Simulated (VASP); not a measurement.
# W (Fm-3m) in VASP: a series of runs

Runs on W. Level: r2SCAN. Tasks: relaxation of cell and atoms.

Program: VASP 6.6.1. These are calculated values, not measurements. Logs are shortened: lines on timing, memory, paths and dates and some standing lists are left out, and cuts for length are marked.

### 1 The cell of the first run

The structure is cubic, space group Fm-3m (No. 225). The conventional cell has a = 4.018 Å, b = 4.018 Å, c = 4.018 Å, α = 90.00°, β = 90.00°, γ = 90.00°. W (site symmetry m-3m) has 12 W at 2.84 Å within 3.7 Å.

### 2 Relaxation of cell and atoms, r2SCAN

File POSCAR:

```
W
1.0
    0.0000000000      2.0091471694      2.0091471694
    2.0091471694      0.0000000000      2.0091471694
    2.0091471694      2.0091471694      0.0000000000
W
1
Direct
    0.0000000000      0.0000000000      0.0000000000
```

File INCAR.step1:

```
PREC = Accurate ; ENCUT = 600
ISMEAR = 0 ; SIGMA = 0.1
LREAL = False ; LASPH = True
NELM = 80 ; GGA = PE
ALGO = Normal ; EDIFF = 1E-4
LWAVE = True ; LCHARG = False
```

File INCAR.step2:

```
PREC = Accurate ; ENCUT = 600
EDIFF = 1E-7 ; ISMEAR = 0
SIGMA = 0.1 ; LREAL = False
LASPH = True ; NELM = 80
ALGO = Normal ; ISIF = 3
LWAVE = False ; LCHARG = False
METAGGA = R2SCAN ; LMIXTAU = True
IBRION = 2 ; NSW = 100
EDIFFG = -0.005 ; ISTART = 1
```

File KPOINTS:

```
Automatic mesh
0
Gamma
  18 18 18
```

Potentials or basis: VASP PAW PBE potentials, release 64 (W_sv).

On the command line:

```
cat potpaw_PBE.64/W_sv/POTCAR > POTCAR
cp INCAR.step1 INCAR
mpirun -np 1 vasp_std > vasp.out
cp INCAR.step2 INCAR
mpirun -np 1 vasp_std > vasp.out
```

OUTCAR:

```text
PREC = Accurate
   ENCUT = 600
   EDIFF = 1E-7
   ISMEAR = 0
   LREAL = False
   LASPH = True
   NELM = 80
   ISIF = 3
   METAGGA = R2SCAN
   IBRION = 2
   NSW = 100
   EDIFFG = -0.005
   ISTART = 1

 ion  position               nearest neighbor table
   1  0.000  0.000  0.000-

  LATTYP: Found a face centered cubic cell.
 ALAT       =     4.0182943388

  Lattice vectors:

 A1 = (   0.0000000000,   2.0091471694,   2.0091471694)
 A2 = (   2.0091471694,   0.0000000000,   2.0091471694)
 A3 = (   2.0091471694,   2.0091471694,   0.0000000000)

Analysis of symmetry for initial positions (statically):
=====================================================================
 Subroutine PRICEL returns:
 Original cell was already a primitive cell.

 Routine SETGRP: Setting up the symmetry group for a
 face centered cubic supercell.

 Subroutine GETGRP returns: Found 48 space group operations
 (whereof 48 operations were pure point group operations)
 out of a pool of 48 trial point group operations.

The static configuration has the point symmetry O_h .

Analysis of symmetry for dynamics (positions and initial velocities):
=====================================================================
 Subroutine PRICEL returns:
 Original cell was already a primitive cell.

 Routine SETGRP: Setting up the symmetry group for a
 face centered cubic supercell.

 Subroutine GETGRP returns: Found 48 space group operations
 (whereof 48 operations were pure point group operations)
 out of a pool of 48 trial point group operations.

The dynamic configuration has the point symmetry O_h .

 Subroutine INISYM returns: Found 48 space group operations
 (whereof 48 operations are pure point group operations),
 and found     1 'primitive' translations

----------------------------------------------------------------------------------------

                                     Primitive cell

  volume of cell :      16.2205

  direct lattice vectors                    reciprocal lattice vectors
     0.000000000  2.009147169  2.009147169    -0.248861809  0.248861809  0.248861809
     2.009147169  0.000000000  2.009147169     0.248861809 -0.248861809  0.248861809
     2.009147169  2.009147169  0.000000000     0.248861809  0.248861809 -0.248861809

  length of vectors
     2.841363176  2.841363176  2.841363176     0.431041298  0.431041298  0.431041298

  position of ions in fractional coordinates (direct lattice)
     0.000000000  0.000000000  0.000000000

  ion indices of the primitive-cell ions
   primitive index   ion index
                 1           1

----------------------------------------------------------------------------------------

 KPOINTS: Automatic mesh

Automatic generation of k-mesh.
 Grid dimensions read from file:
 generate k-points for:   18   18   18

 Generating k-lattice:

  Cartesian coordinates                     Fractional coordinates (reciprocal lattice)
    -0.013825656  0.013825656  0.013825656     0.055555556  0.000000000  0.000000000
     0.013825656 -0.013825656  0.013825656     0.000000000  0.055555556  0.000000000
     0.013825656  0.013825656 -0.013825656     0.000000000  0.000000000  0.055555556

  Length of vectors
     0.023946739  0.023946739  0.023946739

  Shift w.r.t. Gamma in fractional coordinates (k-lattice)
     0.000000000  0.000000000  0.000000000

 Subroutine IBZKPT returns following result:
 ===========================================

 Found    195 irreducible k-points:

 Following reciprocal coordinates:
            Coordinates               Weight
  0.000000  0.000000  0.000000      1.000000
  0.055556  0.000000  0.000000      8.000000
  0.111111  0.000000  0.000000      8.000000
  0.166667  0.000000  0.000000      8.000000
  0.222222  0.000000  0.000000      8.000000
  0.277778  0.000000  0.000000      8.000000
[... 16 lines left out ...]
 -0.277778  0.055556  0.000000     24.000000
 -0.222222  0.055556  0.000000     24.000000
 [... further k-points ...]
   k-points           NKPTS =    195   k-points in BZ     NKDIM =    195   number of bands    NBANDS=     11
   number of dos      NEDOS =    301   number of ions     NIONS =      1
   total plane-waves  NPLWV =  13824
   dimension x,y,z NGX =    24 NGY =   24 NGZ =   24
   dimension x,y,z NGXF=    48 NGYF=   48 NGZF=   48
   ions per type =               1
   NGX,Y,Z   is equivalent  to a cutoff of  14.04, 14.04, 14.04 a.u.
   NGXF,Y,Z  is equivalent  to a cutoff of  28.08, 28.08, 28.08 a.u.
 SYSTEM =  unknown system
   PREC   = accura    normal or accurate (medium, high low for compatibility)
   ISTART =      1    job   : 0-new  1-cont  2-samecut
   ICHARG =      0    charge: 1-file 2-atom 10-const
   ISPIN  =      1    spin polarized calculation?
   LNONCOLLINEAR =      F non collinear calculations
   LSORBIT =      F    spin-orbit coupling
   LASPH  =      T    aspherical Exc in radial PAW
   ENCUT  =  600.0 eV  44.10 Ry    6.64 a.u.   5.67  5.67  5.67*2*pi/ulx,y,z
   NELM   =     80;   NELMIN=  2; NELMDL=  0     # of ELM steps
   EDIFF  = 0.1E-06   stopping-criterion for ELM
   LREAL  =      F    real-space projection
   EDIFFG = -.5E-02   stopping-criterion for IOM
   NSW    =    100    number of steps for IOM
   IBRION =      2    ionic relax: 0-MD 1-quasi-New 2-CG
   NFREE  =      1    steps in history (QN), initial steepest desc. (CG)
   ISIF   =      3    stress and relaxation
   ISYM   =      2    0-nonsym 1-usesym 2-fastsym
   POTIM  = 0.5000    time-step for ionic-motion
   TEBEG  =    0.0;   TEEND  =   0.0 temperature during run
   PSTRESS=    0.0 pullay stress
   NELECT =      14.0000    total number of electrons
   NUPDOWN=      -1.0000    fix difference up-down
   EMIN   =  10.00;   EMAX   =-10.00  energy-range for DOS
   EFERMI =   0.00;   METHOD = LEGACY
   ISMEAR =     0;   SIGMA  =   0.10  broadening in eV -4-tet -1-fermi 0-gaus
   EFERMI_NEDOS =   21; number of points for ismear=-14 and -15
   IALGO  =     38    algorithm
   IMIX   =      4    mixing-type and parameters
     AMIX     =   0.40;   BMIX     =  1.00
     AMIX_MAG =   1.60;   BMIX_MAG =  1.00
  volume/ion in A,a.u.               =      16.22       109.46
  Fermi-wavevector in a.u.,A,eV,Ry     =   1.558700  2.945515 33.055960  2.429544
  Thomas-Fermi vector in A             =   2.662166
   LORBIT       =      0    0 simple, 1 ext, 2 COOP (PROOUT), +10 PAW based schemes
   METAGGA = R2SCAN    functional components
   LHFCALC =     F    Hartree Fock is set to
   AEXX    =    0.0000 exact exchange contribution
   IVDW    =     0    specifies the selected vdW correction
   LEPSILON=     F    determine dielectric tensor
   LRPA    =     F    only Hartree local field effects (RPA)
 conjugate gradient relaxation of ions
 non-spin polarized calculation
 Gauss-broadening in eV      SIGMA  =   0.10
  energy-cutoff  :      600.00
  volume of cell :       16.22
 maximum number of plane-waves:       556
   NGX = 11   NGY = 11   NGZ = 11

--------------------------------------- Ionic step        1  -------------------------------------------

 number of electron      14.0000001 magnetization

 Free energy of the ion-electron system (eV)
  ---------------------------------------------------
  ext. energy  EPLUGINS =         0.00000000
  ---------------------------------------------------
  free energy    TOTEN  =       -50.80066223 eV

  energy without entropy =      -50.79521553  energy(sigma->0) =      -50.79793888

------------------------ aborting loop because EDIFF is reached ----------------------------------------

  FORCE on cell =-STRESS in cart. coord.  units (eV):
  Direction    XX          YY          ZZ          XY          YZ          ZX
  --------------------------------------------------------------------------------------
  -------------------------------------------------------------------------------------
  Total        0.0855954      0.0855954      0.0855954     -0.0000000      0.0000000     -0.0000000
  in kB        8.4546562      8.4546562      8.4546562     -0.0000000      0.0000000     -0.0000000
  external PRESSURE =       8.4546562 kB  Pullay stress =       0.0000000 kB
[... 55 lines left out ...]
  energy  without entropy=      -50.7938037195  energy(sigma->0) =      -50.79657063

--------------------------------------- Ionic step        3  -------------------------------------------

 number of electron      14.0000001 magnetization

 Free energy of the ion-electron system (eV)
  ---------------------------------------------------
  ext. energy  EPLUGINS =         0.00000000
  ---------------------------------------------------
  free energy    TOTEN  =       -50.80077651 eV

  energy without entropy =      -50.79531992  energy(sigma->0) =      -50.79804821

 E-fermi :  10.4621     XC(G=0): -14.7871

 val. band max:       10.4615264320   @ k =   0.2778   0.0556   0.0000
 cond. band min:      10.4694041718   @ k =  -0.3889   0.1667   0.0556
 fundamental gap:      0.0078777398
 Fermi energy:        10.4621447981

 k-point     1 :       0.0000    0.0000    0.0000
  band No.  band energies     occupation
      1     -65.1343      2.00000
      2     -28.0577      2.00000
      3     -28.0577      2.00000
      4     -28.0577      2.00000
      5       0.9337      2.00000
      6       9.8640      2.00000
      7       9.8640      2.00000
      8       9.8640      2.00000
      9      13.2931      0.00000
     10      13.2931      0.00000
     11      23.8374      0.00000
[... 309 lines left out ...]
 k-point    24 :      -0.2222    0.0556    0.0000
  band No.  band energies     occupation
      1     -65.0731      2.00000
      2     -28.6773      2.00000
      3     -28.1795      2.00000
      4     -28.1237      2.00000
      5       3.2698      2.00000
      6       8.6575      2.00000
      7      10.3291      1.94012
      8      10.4896      0.69799
      9      12.7383      0.00000
     10      13.8173      0.00000
     11      24.5996      0.00000

 [... further k-points ...]
[... 5 lines left out ...]
  --------------------------------------------------------------------------------------
  -------------------------------------------------------------------------------------
  Total        0.0008539      0.0008539      0.0008539      0.0000000      0.0000000     -0.0000000
  in kB        0.0841170      0.0841170      0.0841170      0.0000000      0.0000000     -0.0000000
  external PRESSURE =       0.0841170 kB  Pullay stress =       0.0000000 kB
[... 16 lines left out ...]
  FREE ENERGIE OF THE ION-ELECTRON SYSTEM (eV)
  ---------------------------------------------------
  free  energy   TOTEN  =       -50.8007765074 eV

  energy  without entropy=      -50.7953199166  energy(sigma->0) =      -50.79804821

 reached required accuracy - stopping structural energy minimisation
```

Wall time 4.7 min (1 thread of Intel Xeon 6975P-C, shared host); peak memory 0.19 GiB.

What came out:

```
Free energy                            : -50.8008 eV
Relaxed volume                         : 16.26 Å³/atom
Relaxed cell                           : a = 2.844 Å, b = 2.844 Å, c = 2.844 Å, α = 60.00°, β = 60.00°, γ = 60.00°
Space group after relaxing (to 0.05 Å) : Fm-3m (No. 225)
Energy gained by relaxing              : 0.1 meV/atom
Ionic steps                            : 3
Pressure after relaxing                : 0.0 GPa
Band gap on the k mesh                 : zero (band 7 reaches 13.53 eV, above the bottom of band 8 at 9.86 eV)
```

The path:
```csv
step,energy change (eV),largest force (eV/Å),pressure (GPa),volume (Å³)
1,0.0000,0.0000,0.85,16.22
2,0.0013,0.0000,-2.89,16.42
3,-0.0001,0.0000,0.01,16.26
```

Final structure:
```
W
1.0
     0.00000    2.01097    2.01097
     2.01097    0.00000    2.01097
     2.01097    2.01097    0.00000
W
1
Cartesian
  0.0000 0.0000 0.0000
```

Caveat: the PAW data sets were made with another functional, which shifts forces and pressure a little; spin-orbit coupling is left out, which moves the levels of the heavy elements.

### 3 Relaxation of cell and atoms, r2SCAN

File POSCAR:

```
W
1.0
    0.0000000000      2.0091471692      2.0091471692
    2.0091471692      0.0000000000      2.0091471692
    2.0091471692      2.0091471692      0.0000000000
W
1
Direct
    0.0000000000      0.0000000000      0.0000000000
```

INCAR.step1 is that of step 2.

INCAR.step2 is that of step 2.

KPOINTS is that of step 2.

Potentials or basis: VASP PAW PBE potentials, release 64 (W_sv).

On the command line:

```
cat potpaw_PBE.64/W_sv/POTCAR > POTCAR
cp INCAR.step1 INCAR
mpirun -np 1 vasp_std > vasp.out
cp INCAR.step2 INCAR
mpirun -np 1 vasp_std > vasp.out
```

OUTCAR:

```text
PREC = Accurate
   ENCUT = 600
   EDIFF = 1E-7
   ISMEAR = 0
   LREAL = False
   LASPH = True
   NELM = 80
   ISIF = 3
   METAGGA = R2SCAN
   IBRION = 2
   NSW = 100
   EDIFFG = -0.005
   ISTART = 1

 ion  position               nearest neighbor table
   1  0.000  0.000  0.000-

  LATTYP: Found a face centered cubic cell.
 ALAT       =     4.0182943384

  Lattice vectors:

 A1 = (   0.0000000000,   2.0091471692,   2.0091471692)
 A2 = (   2.0091471692,   0.0000000000,   2.0091471692)
 A3 = (   2.0091471692,   2.0091471692,   0.0000000000)

Analysis of symmetry for initial positions (statically):
=====================================================================
 Subroutine PRICEL returns:
 Original cell was already a primitive cell.
[... 250 lines left out ...]

 val. band max:       10.4615264714   @ k =   0.2778   0.0556   0.0000
 cond. band min:      10.4694042108   @ k =  -0.3889   0.1667   0.0556
 fundamental gap:      0.0078777393
 Fermi energy:        10.4621448381

 k-point     1 :       0.0000    0.0000    0.0000
  band No.  band energies     occupation
      1     -65.1343      2.00000
      2     -28.0577      2.00000
      3     -28.0577      2.00000
      4     -28.0577      2.00000
      5       0.9337      2.00000
      6       9.8640      2.00000
      7       9.8640      2.00000
      8       9.8640      2.00000
      9      13.2931      0.00000
     10      13.2931      0.00000
     11      23.8374      0.00000
[... 309 lines left out ...]
 k-point    24 :      -0.2222    0.0556    0.0000
  band No.  band energies     occupation
      1     -65.0731      2.00000
      2     -28.6773      2.00000
      3     -28.1795      2.00000
      4     -28.1237      2.00000
      5       3.2698      2.00000
      6       8.6575      2.00000
      7      10.3291      1.94012
      8      10.4896      0.69799
      9      12.7383      0.00000
     10      13.8173      0.00000
     11      24.5996      0.00000

 [... further k-points ...]
[... 5 lines left out ...]
  --------------------------------------------------------------------------------------
  -------------------------------------------------------------------------------------
  Total        0.0008540      0.0008540      0.0008540      0.0000000      0.0000000     -0.0000000
  in kB        0.0841225      0.0841225      0.0841225      0.0000000      0.0000000     -0.0000000
  external PRESSURE =       0.0841225 kB  Pullay stress =       0.0000000 kB
[... 16 lines left out ...]
  FREE ENERGIE OF THE ION-ELECTRON SYSTEM (eV)
  ---------------------------------------------------
  free  energy   TOTEN  =       -50.8007765074 eV

  energy  without entropy=      -50.7953199166  energy(sigma->0) =      -50.79804821

 reached required accuracy - stopping structural energy minimisation
```

OUTCAR.step1:

```text
PREC = Accurate
   ENCUT = 600
   ISMEAR = 0
   LREAL = False
   LASPH = True
   NELM = 80
[... 550 lines left out ...]

 POSITION                                       TOTAL-FORCE (eV/Angst)
 -----------------------------------------------------------------------------------
      0.00000      0.00000      0.00000         0.000000      0.000000      0.000000
 -----------------------------------------------------------------------------------
    total drift:                               -0.000000      0.000000     -0.000000

  FREE ENERGIE OF THE ION-ELECTRON SYSTEM (eV)
  ---------------------------------------------------
  free  energy   TOTEN  =       -12.4715415616 eV

  energy  without entropy=      -12.4648695569  energy(sigma->0) =      -12.46820556
```

OSZICAR.step1:

```text
N       E                     dE             d eps       ncg     rms          rms(c)
DAV:   1     0.844506339971E+02    0.84451E+02   -0.85900E+03  4298   0.159E+03
DAV:   2    -0.112860173426E+02   -0.95737E+02   -0.92972E+02  4596   0.358E+02
DAV:   3    -0.130661351262E+02   -0.17801E+01   -0.17345E+01  4906   0.468E+01
DAV:   4    -0.130796031526E+02   -0.13468E-01   -0.13431E-01  4557   0.399E+00
DAV:   5    -0.130796926314E+02   -0.89479E-04   -0.89478E-04  4794   0.366E-01    0.194E+01
DAV:   6    -0.125983383041E+02    0.48135E+00   -0.56525E-01  4542   0.101E+01    0.766E+00
DAV:   7    -0.124759612853E+02    0.12238E+00   -0.28297E-01  4674   0.663E+00    0.533E-01
DAV:   8    -0.124715296669E+02    0.44316E-02   -0.34302E-03  4434   0.878E-01    0.691E-02
DAV:   9    -0.124715415616E+02   -0.11895E-04   -0.59646E-05  2967   0.107E-01
   1 F= -.12471542E+02 E0= -.12468206E+02  d E =-.667200E-02
```

Wall time 3.1 min (1 thread of Intel Xeon Platinum 8488C (Sapphire Rapids), shared host); peak memory 0.18 GiB.

Results:

- Free energy: -50.8008 eV
- Relaxed volume: 16.26 Å³/atom
- Relaxed cell: a = 2.844 Å, b = 2.844 Å, c = 2.844 Å, α = 60.00°, β = 60.00°, γ = 60.00°
- Space group after relaxing (to 0.05 Å): Fm-3m (No. 225)
- Energy gained by relaxing: 0.1 meV/atom
- Ionic steps: 3
- Pressure after relaxing: 0.0 GPa
- Band gap on the k mesh: zero (band 7 reaches 13.53 eV, above the bottom of band 8 at 9.86 eV)

Step by step:
```csv
step,energy change (eV),largest force (eV/Å),pressure (GPa),volume (Å³)
1,0.0000,0.0000,0.85,16.22
2,0.0013,0.0000,-2.89,16.42
3,-0.0001,0.0000,0.01,16.26
```

Final structure:
```xyz
1
Lattice="0.0000 2.0110 2.0110 2.0110 0.0000 2.0110 2.0110 2.0110 0.0000" Properties=species:S:1:pos:R:3 pbc="T T T"
W     0.0000    0.0000    0.0000
```

Caveat: the PAW data sets were made with another functional, which shifts forces and pressure a little; spin-orbit coupling is left out, which moves the levels of the heavy elements.
